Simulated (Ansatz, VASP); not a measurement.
# Two plane-wave programs on Hf2ScO2

```
Hf Sc O
1.0
     3.18958    0.00000    0.00000
    -1.59479    2.76225    0.00000
     0.00000    0.00000   15.79438
Hf Sc O
4 2 4
Cartesian
  1.5948 0.9208 6.6744
  1.5948 0.9208 1.2228
  0.0000 1.8415 14.5716
  0.0000 1.8415 9.1200
  0.0000 1.8415 3.9486
  1.5948 0.9208 11.8458
  0.0000 0.0000 5.3039
  0.0000 0.0000 2.5933
  0.0000 0.0000 13.2011
  0.0000 0.0000 10.4905
```

Alike in both runs: task relaxation of cell and atoms; functional PBE; k mesh 12 × 12 × 2; occupations gaussian, width 0.1 eV; no spin polarisation.

|  | VASP | Ansatz |
| --- | --- | --- |
| version | VASP 6.6.1 | Ansatz 0.2.0 |
| potentials or method | VASP PAW PBE potentials, release 64 (Hf_pv, Sc_sv, O), cutoff 600 eV | scalar-relativistic, plane waves, PAW |
| valence electrons in the cell | 86 | 150 |

```tsv
	VASP	Ansatz	Ansatz less VASP
gap on the k mesh at the Fermi level, each at its own relaxed structure (eV)	none	none	-
relaxed volume (Å³/atom)	13.83	13.90	+0.064
relaxed length of the cell vector where the two differ most in proportion (Å)	15.732	15.776	+0.0433
```

A gap of «none» marks a metal or a gap that the smearing closes. VASP's potentials hold 86 valence electrons a cell and Ansatz's 150, so a difference there can come from the potentials and not from the codes.

Spin-orbit coupling is off throughout.
